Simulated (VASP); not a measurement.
Write the native input for VASP 6.6.1 that does the following.

* Task: relaxation of cell and atoms
* Functional: PBE
* Potentials or basis: VASP PAW PBE potentials, release 64 (Zr_sv, B)
* Cutoff: 600 eV
* k mesh: 14 × 14 × 14
* Occupations: fermi-dirac, width 0.15 eV
* Spin: no spin polarisation
* Dipole correction: no
* Further INCAR settings: ALGO = Normal; EDIFF = 1e-07; IBRION = 2; EDIFFG = -0.001; NSW = 80; ISIF = 3

The structure of ZrB lies in POSCAR:

```
ZrB
1.0
    0.0000000000      2.4520505296      2.4520505296
    2.4520505296      0.0000000000      2.4520505296
    2.4520505296      2.4520505296      0.0000000000
Zr B
1 1
Direct
    0.0000000000      0.0000000000      0.0000000000
    0.5000000000      0.5000000000      0.5000000000
```

One way to write it, as run:

INCAR

```
SYSTEM = ZrB
PREC = Accurate
ENCUT = 600
EDIFF = 1E-7
ISMEAR = -1
SIGMA = 0.15
LREAL = .False.
LASPH = .True.
NELM = 100
ALGO = Normal
ISIF = 3
LWAVE = .False.
LCHARG = .False.
GGA = PE
IBRION = 2
NSW = 80
EDIFFG = -0.001
```

KPOINTS

```
regular mesh
0
Gamma
  14 14 14
  0 0 0
```

Potentials or basis: VASP PAW PBE potentials, release 64 (Zr_sv, B).

Command:

```sh
$ cat potpaw_PBE.64/Zr_sv/POTCAR potpaw_PBE.64/B/POTCAR > POTCAR
$ mpirun -np 1 vasp_std > vasp.out
```

It gave:

- Relaxed volume: 14.77 Å³/atom
- Relaxed cell: a = 3.470 Å, b = 3.470 Å, c = 3.470 Å, α = 60.00°, β = 60.00°, γ = 60.00°
- Space group after relaxing (to 0.05 Å): Fm-3m (No. 225)
- Energy gained by relaxing: 0.0 meV/atom
- Ionic steps: 3
- Pressure after relaxing: 0.0 GPa

Run time: 46 s on 1 thread of AMD EPYC 9R45 96-Core Processor (Zen 5), with other jobs on the host, peak memory 0.17 GiB.
